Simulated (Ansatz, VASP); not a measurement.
# Two plane-wave programs on Si

File POSCAR:

```
Si
1.0
    2.5812346727      0.0000000000      0.0000000000
   -1.2906173364      2.2354147996      0.0000000000
    0.0000000000      0.0000000000      2.5403450217
Si
1
Direct
    0.0000000000      0.0000000000      0.0000000000
```

The input INCAR.step1:

```
SYSTEM = Si
PREC     = Accurate       ! precision mode
ENCUT    = 520            ! plane-wave cutoff, eV
ISMEAR   = 0              ! smearing method
SIGMA    = 0.15           ! smearing width, eV
LREAL    = .False.        ! projectors in reciprocal space
LASPH    = .True.         ! aspherical terms in the spheres
NELM     = 60             ! most SCF steps
NBANDS   = 8              ! bands
GGA      = PE             ! functional
ALGO     = Normal         ! electronic algorithm
EDIFF    = 1E-4           ! SCF threshold, eV
LWAVE    = .True.         ! write WAVECAR
LCHARG   = .False.        ! write CHGCAR
```

INCAR.step2

```
SYSTEM = Si
PREC     = Accurate       ! precision mode
ENCUT    = 520            ! plane-wave cutoff, eV
EDIFF    = 1E-6           ! SCF threshold, eV
ISMEAR   = 0              ! smearing method
SIGMA    = 0.15           ! smearing width, eV
LREAL    = .False.        ! projectors in reciprocal space
LASPH    = .True.         ! aspherical terms in the spheres
NELM     = 60             ! most SCF steps
ALGO     = Normal         ! electronic algorithm
ISIF     = 2              ! what is computed and relaxed
LWAVE    = .False.        ! write WAVECAR
LCHARG   = .False.        ! write CHGCAR
METAGGA  = R2SCAN         ! meta-GGA
LMIXTAU  = .True.       
NBANDS   = 8              ! bands
ISTART   = 1
```

KPOINTS

```
regular mesh
0
Gamma
  24 24 20
  0 0 0
```

Input for Ansatz:

```yaml
crystal:
  lattice:
    - [2.5812346727, 0.0, 0.0]
    - [-1.2906173364, 2.2354147996, 0.0]
    - [0.0, 0.0, 2.5403450217]
  atoms:
    - { symbol: Si, position: [0.0, 0.0, 0.0] }
basis:
  ecutwfc: 500
kpoints:
  mp_grid: { grid: [24, 24, 20] }
hamiltonian:
  xc: r2scan
scf:
  occupations: { method: gaussian, width: 0.15 }
output:
  forces: true
  stress: true
  eigenvalues: true
```

Change from the starting cell: strain -0.015 along x and y, +0.030 along z, atoms carried along.

Alike in both runs: task single point; functional r2SCAN; k mesh 24 × 24 × 20; occupations gaussian, width 0.15 eV; no spin polarisation.

|  | VASP | Ansatz |
| --- | --- | --- |
| version | VASP 6.6.1 | Ansatz 0.2.0 |
| potentials or method | VASP PAW PBE potentials, release 64 (Si), cutoff 520 eV | scalar-relativistic, plane waves, PAW |
| valence electrons in the cell | 4 | 4 |

VASP gave:

* gap on the k mesh at the Fermi level (eV): none
* pressure (GPa): 1.9
* traceless stress, the component that is largest in VASP (GPa): -7.91

Question: Which values does Ansatz return?

Answer: gap on the k mesh at the Fermi level (eV): none; pressure (GPa): 2.0; traceless stress, the component that is largest in VASP (GPa): -7.86.

VASP's potentials were made for PBE, not for r2SCAN. A gap of «none» marks a metal or a gap that the smearing closes.
